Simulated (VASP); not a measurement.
# Tl (Fd-3m) in VASP: single point with PBEsol

Aim: the single point of Tl with PBEsol.

Everything below comes from runs of VASP 6.6.1. Logs are shortened: lines on timing, memory, paths and dates and some standing lists are left out, and cuts for length are marked.

### Step 1. The cell of the first run

It takes space group Fd-3m (No. 227, cubic). The conventional cell has a = 6.515 Å, b = 6.515 Å, c = 6.515 Å, α = 90.00°, β = 90.00°, γ = 90.00°. Within 3.7 Å of Tl (site symmetry -43m) lie 4 Tl at 2.82 Å.

This isn't the form of Tl at room conditions, which is hcp.

### Step 2. Single point, PBEsol (34.57 Å³/atom)

Contents of INCAR:

```
SYSTEM = Tl
PREC = Accurate
ENCUT = 520
EDIFF = 1E-7
ISMEAR = -1
SIGMA = 0.1
LREAL = .False.
LASPH = .True.
NELM = 80
ALGO = Normal
ISIF = 2
LWAVE = .False.
LCHARG = .True.
GGA = PS
LELF = .True.
LVHAR = .True.
NBANDS = 20
```

Contents of KPOINTS:

```
Automatic mesh
0
Gamma
  10 10 10
  0 0 0
```

Contents of POSCAR:

```
Tl
1.0
    0.0000000000      3.2575461766      3.2575461766
    3.2575461766      0.0000000000      3.2575461766
    3.2575461766      3.2575461766      0.0000000000
Tl
2
Direct
   -0.1250000000     -0.1250000000     -0.1250000000
    0.1250000000      0.1250000000      0.1250000000
```

Potentials or basis: VASP PAW PBE potentials, release 64 (Tl_d).

The run is started by

```console
$ cat potpaw_PBE.64/Tl_d/POTCAR > POTCAR
$ mpirun -np 1 vasp_std > vasp.out
```

OUTCAR:

```text
SYSTEM = Tl
   PREC = Accurate
   ENCUT = 520
   EDIFF = 1E-7
   ISMEAR = -1
   LREAL = .False.
   LASPH = .True.
   NELM = 80
   ISIF = 2
   GGA = PS

 ion  position               nearest neighbor table
   1  0.875  0.875  0.875-   2 2.82   2 2.82   2 2.82   2 2.82
   2  0.125  0.125  0.125-   1 2.82   1 2.82   1 2.82   1 2.82

  LATTYP: Found a face centered cubic cell.
 ALAT       =     6.5150923532

  Lattice vectors:

 A1 = (   0.0000000000,   3.2575461766,   3.2575461766)
 A2 = (   3.2575461766,   0.0000000000,   3.2575461766)
 A3 = (   3.2575461766,   3.2575461766,   0.0000000000)

Analysis of symmetry for initial positions (statically):
=====================================================================
 Subroutine PRICEL returns:
 Original cell was already a primitive cell.

 Routine SETGRP: Setting up the symmetry group for a
 face centered cubic supercell.

 Subroutine GETGRP returns: Found 48 space group operations
 (whereof 12 operations were pure point group operations)
 out of a pool of 48 trial point group operations.

The static configuration has the point symmetry D_3d.
 The point group associated with its full space group is O_h .

Analysis of symmetry for dynamics (positions and initial velocities):
=====================================================================
 Subroutine PRICEL returns:
 Original cell was already a primitive cell.

 Routine SETGRP: Setting up the symmetry group for a
 face centered cubic supercell.

 Subroutine GETGRP returns: Found 48 space group operations
 (whereof 12 operations were pure point group operations)
 out of a pool of 48 trial point group operations.

The dynamic configuration has the point symmetry D_3d.
 The point group associated with its full space group is O_h .

 Subroutine INISYM returns: Found 48 space group operations
 (whereof 12 operations are pure point group operations),
 and found     1 'primitive' translations

----------------------------------------------------------------------------------------

                                     Primitive cell

  volume of cell :      69.1356

  direct lattice vectors                    reciprocal lattice vectors
     0.000000000  3.257546177  3.257546177    -0.153489766  0.153489766  0.153489766
     3.257546177  0.000000000  3.257546177     0.153489766 -0.153489766  0.153489766
     3.257546177  3.257546177  0.000000000     0.153489766  0.153489766 -0.153489766

  length of vectors
     4.606865983  4.606865983  4.606865983     0.265852073  0.265852073  0.265852073

  position of ions in fractional coordinates (direct lattice)
     0.875000000  0.875000000  0.875000000
     0.125000000  0.125000000  0.125000000

  ion indices of the primitive-cell ions
   primitive index   ion index
                 1           1
                 2           2

----------------------------------------------------------------------------------------

 KPOINTS: Automatic mesh

Automatic generation of k-mesh.
 Grid dimensions read from file:
 generate k-points for:   10   10   10

 Generating k-lattice:

  Cartesian coordinates                     Fractional coordinates (reciprocal lattice)
    -0.015348977  0.015348977  0.015348977     0.100000000  0.000000000  0.000000000
     0.015348977 -0.015348977  0.015348977     0.000000000  0.100000000  0.000000000
     0.015348977  0.015348977 -0.015348977     0.000000000  0.000000000  0.100000000

  Length of vectors
     0.026585207  0.026585207  0.026585207

  Shift w.r.t. Gamma in fractional coordinates (k-lattice)
     0.000000000  0.000000000  0.000000000

 Subroutine IBZKPT returns following result:
 ===========================================

 Found     47 irreducible k-points:

 Following reciprocal coordinates:
            Coordinates               Weight
  0.000000  0.000000  0.000000      1.000000
  0.100000  0.000000  0.000000      8.000000
  0.200000  0.000000  0.000000      8.000000
  0.300000  0.000000  0.000000      8.000000
  0.400000  0.000000  0.000000      8.000000
  0.500000  0.000000  0.000000      4.000000
[... 16 lines left out ...]
  0.300000  0.300000  0.000000      6.000000
  0.400000  0.300000  0.000000     24.000000
 [... further k-points ...]
   k-points           NKPTS =     47   k-points in BZ     NKDIM =     47   number of bands    NBANDS=     20
   number of dos      NEDOS =    301   number of ions     NIONS =      2
   total plane-waves  NPLWV =  46656
   dimension x,y,z NGX =    36 NGY =   36 NGZ =   36
   dimension x,y,z NGXF=    72 NGYF=   72 NGZF=   72
   ions per type =               2
   NGX,Y,Z   is equivalent  to a cutoff of  12.99, 12.99, 12.99 a.u.
   NGXF,Y,Z  is equivalent  to a cutoff of  25.98, 25.98, 25.98 a.u.
 SYSTEM =  Tl
   PREC   = accura    normal or accurate (medium, high low for compatibility)
   ISTART =      0    job   : 0-new  1-cont  2-samecut
   ICHARG =      2    charge: 1-file 2-atom 10-const
   ISPIN  =      1    spin polarized calculation?
   LNONCOLLINEAR =      F non collinear calculations
   LSORBIT =      F    spin-orbit coupling
   LASPH  =      T    aspherical Exc in radial PAW
   ENCUT  =  520.0 eV  38.22 Ry    6.18 a.u.   8.57  8.57  8.57*2*pi/ulx,y,z
   NELM   =     80;   NELMIN=  2; NELMDL= -5     # of ELM steps
   EDIFF  = 0.1E-06   stopping-criterion for ELM
   LREAL  =      F    real-space projection
   EDIFFG = 0.1E-05   stopping-criterion for IOM
   NSW    =      0    number of steps for IOM
   IBRION =     -1    ionic relax: 0-MD 1-quasi-New 2-CG
   NFREE  =      0    steps in history (QN), initial steepest desc. (CG)
   ISIF   =      2    stress and relaxation
   ISYM   =      2    0-nonsym 1-usesym 2-fastsym
   POTIM  = 0.5000    time-step for ionic-motion
   TEBEG  =    0.0;   TEEND  =   0.0 temperature during run
   PSTRESS=    0.0 pullay stress
   NELECT =      26.0000    total number of electrons
   NUPDOWN=      -1.0000    fix difference up-down
   EMIN   =  10.00;   EMAX   =-10.00  energy-range for DOS
   EFERMI =   0.00;   METHOD = LEGACY
   ISMEAR =    -1;   SIGMA  =   0.10  broadening in eV -4-tet -1-fermi 0-gaus
   EFERMI_NEDOS =   21; number of points for ismear=-14 and -15
   IALGO  =     38    algorithm
   IMIX   =      4    mixing-type and parameters
     AMIX     =   0.40;   BMIX     =  1.00
     AMIX_MAG =   1.60;   BMIX_MAG =  1.00
  volume/ion in A,a.u.               =      34.57       233.28
  Fermi-wavevector in a.u.,A,eV,Ry     =   1.181677  2.233045 18.998631  1.396360
  Thomas-Fermi vector in A             =   2.317946
   LORBIT       =      0    0 simple, 1 ext, 2 COOP (PROOUT), +10 PAW based schemes
   GGA     = PS    functional components
   LHFCALC =     F    Hartree Fock is set to
   AEXX    =    0.0000 exact exchange contribution
   IVDW    =     0    specifies the selected vdW correction
   LEPSILON=     F    determine dielectric tensor
   LRPA    =     F    only Hartree local field effects (RPA)
 non-spin polarized calculation
  energy-cutoff  :      520.00
  volume of cell :       69.14
 maximum number of plane-waves:      1877
 NGX is ok and might be reduce to    36
   NGX = 17   NGY = 17   NGZ = 17

 number of electron      26.0000002 magnetization

 Free energy of the ion-electron system (eV)
  ---------------------------------------------------
  ext. energy  EPLUGINS =         0.00000000
  ---------------------------------------------------
  free energy    TOTEN  =        -4.24245296 eV

  energy without entropy =       -4.19925395  energy(sigma->0) =       -4.22085345

 E-fermi :   4.3966     XC(G=0):  -9.1715

 val. band max:        4.3868304248   @ k =   0.5000   0.3000   0.0000
 cond. band min:       4.3982261725   @ k =   0.4000   0.3000   0.0000
 fundamental gap:      0.0113957477
 Fermi energy:         4.3966358483

 k-point     1 :       0.0000    0.0000    0.0000
  band No.  band energies     occupation
      1      -7.7539      2.00000
      2      -7.7539      2.00000
      3      -7.7539      2.00000
      4      -7.6424      2.00000
      5      -7.6424      2.00000
      6      -6.7538      2.00000
[... 12 lines left out ...]
     19       9.8382      0.00000
     20      13.5623      0.00000

 k-point     2 :       0.1000    0.0000    0.0000
  band No.  band energies     occupation
      1      -7.7820      2.00000
      2      -7.7820      2.00000
      3      -7.7529      2.00000
      4      -7.6027      2.00000
      5      -7.6027      2.00000
      6      -6.7908      2.00000
[... 12 lines left out ...]
     19      10.9354      0.00000
     20      13.1341      0.00000

 k-point     3 :       0.2000    0.0000    0.0000
  band No.  band energies     occupation
      1      -7.8173      2.00000
      2      -7.8173      2.00000
      3      -7.7507      2.00000
      4      -7.5398      2.00000
      5      -7.5398      2.00000
      6      -6.8736      2.00000
[... 12 lines left out ...]
     19      11.6576      0.00000
     20      13.1596      0.00000

 k-point     4 :       0.3000    0.0000    0.0000
  band No.  band energies     occupation
      1      -7.8355      2.00000
      2      -7.8355      2.00000
      3      -7.7479      2.00000
      4      -7.4953      2.00000
      5      -7.4953      2.00000
      6      -6.9592      2.00000
[... 12 lines left out ...]
     19      11.6450      0.00000
     20      13.5489      0.00000

 k-point     5 :       0.4000    0.0000    0.0000
  band No.  band energies     occupation
      1      -7.8393      2.00000
      2      -7.8393      2.00000
      3      -7.7456      2.00000
      4      -7.4780      2.00000
      5      -7.4780      2.00000
      6      -7.0207      2.00000
[... 12 lines left out ...]
     19      13.2931      0.00000
     20      14.3643      0.00000
[... 353 lines left out ...]
      6      -7.1083      2.00000
[... 12 lines left out ...]
     19      13.1940      0.00000
     20      13.6948      0.00000

 k-point    22 :      -0.2000    0.2000    0.0000
  band No.  band energies     occupation
      1      -7.8793      2.00000
      2      -7.8609      2.00000
      3      -7.6950      2.00000
      4      -7.5081      2.00000
      5      -7.3860      2.00000
      6      -7.0340      2.00000
[... 12 lines left out ...]
     19      12.6811      0.00000
     20      13.7091      0.00000

 k-point    23 :       0.3000    0.3000    0.0000
  band No.  band energies     occupation
      1      -7.8360      2.00000
      2      -7.8292      2.00000
      3      -7.8292      2.00000
      4      -7.4211      2.00000
      5      -7.3103      2.00000
      6      -7.2647      2.00000
[... 12 lines left out ...]
     19      12.9090      0.00000
     20      14.7526      0.00000

 k-point    24 :       0.4000    0.3000    0.0000
  band No.  band energies     occupation
      1      -7.8840      2.00000
      2      -7.8452      2.00000
      3      -7.7697      2.00000
      4      -7.3885      2.00000
      5      -7.3525      2.00000
      6      -7.1961      2.00000
[... 12 lines left out ...]
     19      14.8797      0.00000
     20      15.3642      0.00000

 [... further k-points ...]

------------------------ aborting loop because EDIFF is reached ----------------------------------------

  FORCE on cell =-STRESS in cart. coord.  units (eV):
  Direction    XX          YY          ZZ          XY          YZ          ZX
  --------------------------------------------------------------------------------------
  -------------------------------------------------------------------------------------
  Total        2.0685649      2.0685649      2.0685649      0.0000000      0.0000000     -0.0000000
  in kB       47.9377885     47.9377885     47.9377885      0.0000000      0.0000000     -0.0000000
  external PRESSURE =      47.9377885 kB  Pullay stress =       0.0000000 kB

 VOLUME and BASIS-vectors are now :
 -----------------------------------------------------------------------------
  energy-cutoff  :      520.00
  volume of cell :       69.14
      direct lattice vectors                 reciprocal lattice vectors
     0.000000000  3.257546177  3.257546177    -0.153489766  0.153489766  0.153489766
     3.257546177  0.000000000  3.257546177     0.153489766 -0.153489766  0.153489766
     3.257546177  3.257546177  0.000000000     0.153489766  0.153489766 -0.153489766

 POSITION                                       TOTAL-FORCE (eV/Angst)
 -----------------------------------------------------------------------------------
      5.70071      5.70071      5.70071        -0.000000     -0.000000     -0.000000
      0.81439      0.81439      0.81439         0.000000      0.000000      0.000000
 -----------------------------------------------------------------------------------
    total drift:                                0.000000      0.000000      0.000000

  FREE ENERGIE OF THE ION-ELECTRON SYSTEM (eV)
  ---------------------------------------------------
  free  energy   TOTEN  =        -4.2424529554 eV

  energy  without entropy=       -4.1992539537  energy(sigma->0) =       -4.22085345
```

It took 64 s on 1 thread of Intel Xeon 8259CL, shared host; peak memory 0.23 GiB.

What came out:

- Free energy: -4.2425 eV
- Pressure: 4.8 GPa
- Band gap on the k mesh: zero (bands 13 and 14 overlap by 4.17 eV)

Caveat: the cell stands under pressure; the PAW data sets were made with another functional, which shifts forces and pressure a little; spin-orbit coupling is left out, which moves the levels of the heavy elements.
